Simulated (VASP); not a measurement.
# GaN (F-43m) in VASP: settings compared

Aim: see how the results for GaN move with the level of theory and the settings. Levels: PBE, r2SCAN. Tasks: single point.

Program: VASP 6.6.1. These are calculated values, not measurements. Logs are shortened: lines on timing, memory, paths and dates and some standing lists are left out, and cuts for length are marked.

### 1 The cell of the first run

It takes space group F-43m (No. 216, cubic). Conventional cell: a = 4.498 Å, b = 4.498 Å, c = 4.498 Å, α = 90.00°, β = 90.00°, γ = 90.00°. Within 2.6 Å of Ga (site symmetry -43m) lie 4 N at 1.95 Å. Within 2.6 Å of N (site symmetry -43m) lie 4 Ga at 1.95 Å.

### 2 Single point, PBE

INCAR reads:

```
  PREC = Accurate
  ENCUT = 520
  EDIFF = 1E-6
  ISMEAR = 0
  SIGMA = 0.01
  LREAL = False
  LASPH = True
  NELM = 80
  ALGO = Normal
  ISIF = 2
  LWAVE = False
  LCHARG = False
  GGA = PE
  NBANDS = 16
```

KPOINTS reads:

```
Automatic mesh
0
Gamma
  6 6 6
```

POSCAR reads:

```
GaN
1.0
    0.0000000000      2.2489526314      2.2489526314
    2.2489526314      0.0000000000      2.2489526314
    2.2489526314      2.2489526314      0.0000000000
Ga N
1 1
Direct
    0.0000000000      0.0000000000      0.0000000000
    0.7500000000      0.7500000000      0.7500000000
```

Potentials or basis: VASP PAW PBE potentials, release 64 (Ga_d, N).

Run with:

```
> cat potpaw_PBE.64/Ga_d/POTCAR potpaw_PBE.64/N/POTCAR > POTCAR
> mpirun -np 1 vasp_std > vasp.out
```

OUTCAR:

```text
PREC = Accurate
   ENCUT = 520
   EDIFF = 1E-6
   ISMEAR = 0
   LREAL = False
   LASPH = True
   NELM = 80
   ISIF = 2
   GGA = PE

 ion  position               nearest neighbor table
   1  0.000  0.000  0.000-   2 1.95   2 1.95   2 1.95   2 1.95
   2  0.750  0.750  0.750-   1 1.95   1 1.95   1 1.95   1 1.95

  LATTYP: Found a face centered cubic cell.
 ALAT       =     4.4979052628

  Lattice vectors:

 A1 = (   0.0000000000,   2.2489526314,   2.2489526314)
 A2 = (   2.2489526314,   0.0000000000,   2.2489526314)
 A3 = (   2.2489526314,   2.2489526314,   0.0000000000)

Analysis of symmetry for initial positions (statically):
=====================================================================
 Subroutine PRICEL returns:
 Original cell was already a primitive cell.

 Routine SETGRP: Setting up the symmetry group for a
 face centered cubic supercell.

 Subroutine GETGRP returns: Found 24 space group operations
 (whereof 24 operations were pure point group operations)
 out of a pool of 48 trial point group operations.

The static configuration has the point symmetry T_d .

Analysis of symmetry for dynamics (positions and initial velocities):
=====================================================================
 Subroutine PRICEL returns:
 Original cell was already a primitive cell.

 Routine SETGRP: Setting up the symmetry group for a
 face centered cubic supercell.

 Subroutine GETGRP returns: Found 24 space group operations
 (whereof 24 operations were pure point group operations)
 out of a pool of 48 trial point group operations.

The dynamic configuration has the point symmetry T_d .

 Subroutine INISYM returns: Found 24 space group operations
 (whereof 24 operations are pure point group operations),
 and found     1 'primitive' translations

----------------------------------------------------------------------------------------

                                     Primitive cell

  volume of cell :      22.7495

  direct lattice vectors                    reciprocal lattice vectors
     0.000000000  2.248952631  2.248952631    -0.222325714  0.222325714  0.222325714
     2.248952631  0.000000000  2.248952631     0.222325714 -0.222325714  0.222325714
     2.248952631  2.248952631  0.000000000     0.222325714  0.222325714 -0.222325714

  length of vectors
     3.180499312  3.180499312  3.180499312     0.385079433  0.385079433  0.385079433

  position of ions in fractional coordinates (direct lattice)
     0.000000000  0.000000000  0.000000000
[... 68 lines left out ...]
   NELM   =     80;   NELMIN=  2; NELMDL= -5     # of ELM steps
   EDIFF  = 0.1E-05   stopping-criterion for ELM
   LREAL  =      F    real-space projection
   EDIFFG = 0.1E-04   stopping-criterion for IOM
   NSW    =      0    number of steps for IOM
   IBRION =     -1    ionic relax: 0-MD 1-quasi-New 2-CG
   NFREE  =      0    steps in history (QN), initial steepest desc. (CG)
   ISIF   =      2    stress and relaxation
   ISYM   =      2    0-nonsym 1-usesym 2-fastsym
   POTIM  = 0.5000    time-step for ionic-motion
   TEBEG  =    0.0;   TEEND  =   0.0 temperature during run
   PSTRESS=    0.0 pullay stress
   NELECT =      18.0000    total number of electrons
   NUPDOWN=      -1.0000    fix difference up-down
   EMIN   =  10.00;   EMAX   =-10.00  energy-range for DOS
   EFERMI =   0.00;   METHOD = LEGACY
   ISMEAR =     0;   SIGMA  =   0.01  broadening in eV -4-tet -1-fermi 0-gaus
   EFERMI_NEDOS =   21; number of points for ismear=-14 and -15
   IALGO  =     38    algorithm
   IMIX   =      4    mixing-type and parameters
     AMIX     =   0.40;   BMIX     =  1.00
     AMIX_MAG =   1.60;   BMIX_MAG =  1.00
  volume/ion in A,a.u.               =      11.37        76.76
  Fermi-wavevector in a.u.,A,eV,Ry     =   1.514173  2.861371 31.194328  2.292718
  Thomas-Fermi vector in A             =   2.623866
   LORBIT       =      0    0 simple, 1 ext, 2 COOP (PROOUT), +10 PAW based schemes
   GGA     = PE    functional components
   LHFCALC =     F    Hartree Fock is set to
   AEXX    =    0.0000 exact exchange contribution
   IVDW    =     0    specifies the selected vdW correction
   LEPSILON=     F    determine dielectric tensor
   LRPA    =     F    only Hartree local field effects (RPA)
 non-spin polarized calculation
 Gauss-broadening in eV      SIGMA  =   0.01
  energy-cutoff  :      520.00
  volume of cell :       22.75
 maximum number of plane-waves:       624
   NGX = 11   NGY = 11   NGZ = 11

 number of electron      18.0000009 magnetization

 Free energy of the ion-electron system (eV)
  ---------------------------------------------------
  ext. energy  EPLUGINS =         0.00000000
  ---------------------------------------------------
  free energy    TOTEN  =       -12.13378253 eV

  energy without entropy =      -12.13378253  energy(sigma->0) =      -12.13378253

 E-fermi :   5.4067     XC(G=0): -11.6982

 val. band max:        5.3522813904   @ k =   0.0000   0.0000   0.0000
 cond. band min:       7.1138478889   @ k =   0.0000   0.0000   0.0000
 fundamental gap:      1.7615664985
 Fermi energy:         5.4067023352

 k-point     1 :       0.0000    0.0000    0.0000
  band No.  band energies     occupation
      1     -10.6346      2.00000
      2      -8.0992      2.00000
      3      -8.0992      2.00000
      4      -8.0992      2.00000
      5      -7.7735      2.00000
      6      -7.7735      2.00000
[... 281 lines left out ...]
      3      -7.8918      2.00000
      4      -7.7820      2.00000
      5      -7.7332      2.00000
      6      -5.8836      2.00000
[... 8 lines left out ...]
     15      26.0798      0.00000
     16      28.4746      0.00000

------------------------ aborting loop because EDIFF is reached ----------------------------------------

  FORCE on cell =-STRESS in cart. coord.  units (eV):
  Direction    XX          YY          ZZ          XY          YZ          ZX
  --------------------------------------------------------------------------------------
  -------------------------------------------------------------------------------------
  Total        0.8854183      0.8854183      0.8854183     -0.0000000      0.0000000     -0.0000000
  in kB       62.3574255     62.3574255     62.3574255     -0.0000000      0.0000000     -0.0000000
  external PRESSURE =      62.3574255 kB  Pullay stress =       0.0000000 kB

 VOLUME and BASIS-vectors are now :
 -----------------------------------------------------------------------------
  energy-cutoff  :      520.00
  volume of cell :       22.75
      direct lattice vectors                 reciprocal lattice vectors
     0.000000000  2.248952631  2.248952631    -0.222325714  0.222325714  0.222325714
     2.248952631  0.000000000  2.248952631     0.222325714 -0.222325714  0.222325714
     2.248952631  2.248952631  0.000000000     0.222325714  0.222325714 -0.222325714

 POSITION                                       TOTAL-FORCE (eV/Angst)
 -----------------------------------------------------------------------------------
      0.00000      0.00000      0.00000         0.000000     -0.000000      0.000000
      3.37343      3.37343      3.37343        -0.000000      0.000000     -0.000000
 -----------------------------------------------------------------------------------
    total drift:                               -0.000002     -0.000002     -0.000002

  FREE ENERGIE OF THE ION-ELECTRON SYSTEM (eV)
  ---------------------------------------------------
  free  energy   TOTEN  =       -12.1337825281 eV

  energy  without entropy=      -12.1337825281  energy(sigma->0) =      -12.13378253
```

stdout:

```text
POSCAR found type information on POSCAR GaN
 POSCAR found :  2 types and       2 ions
 scaLAPACK will be used
 LDA part: xc-table for (Slater+PW92), standard interpolation
 POSCAR, INCAR and KPOINTS ok, starting setup
 FFT: planning ... GRIDC
 FFT: planning ... GRID_SOFT
 FFT: planning ... GRID
 WAVECAR not read
 entering main loop
```

Run time: 6 s. Hardware: 1 thread of Intel Xeon Platinum 8488C (Sapphire Rapids), shared host; peak memory 0.13 GiB.

Results:

```
Free energy            : -12.1338 eV
Pressure               : 6.2 GPa
Band gap on the k mesh : 1.76 eV
```

Levels at points of the mesh, in eV from the valence-band top:
```csv
k point,band 5,band 6,band 7,band 8,band 9,band 10,band 11,band 12,band 13,band 14
"(0.00, 0.00, 0.00)",-13.13,-13.13,0.00,0.00,0.00,1.76,10.34,10.34,10.34,17.68
"(0.50, 0.00, 0.00)",-13.08,-11.88,-7.08,-0.98,-0.98,4.68,8.76,10.39,10.39,15.68
"(0.50, 0.50, 0.00)",-13.05,-11.46,-6.15,-2.72,-2.72,3.35,6.70,11.75,14.03,14.03
```

Caveat: the cell stands under pressure.

[end of part 1 of 2]
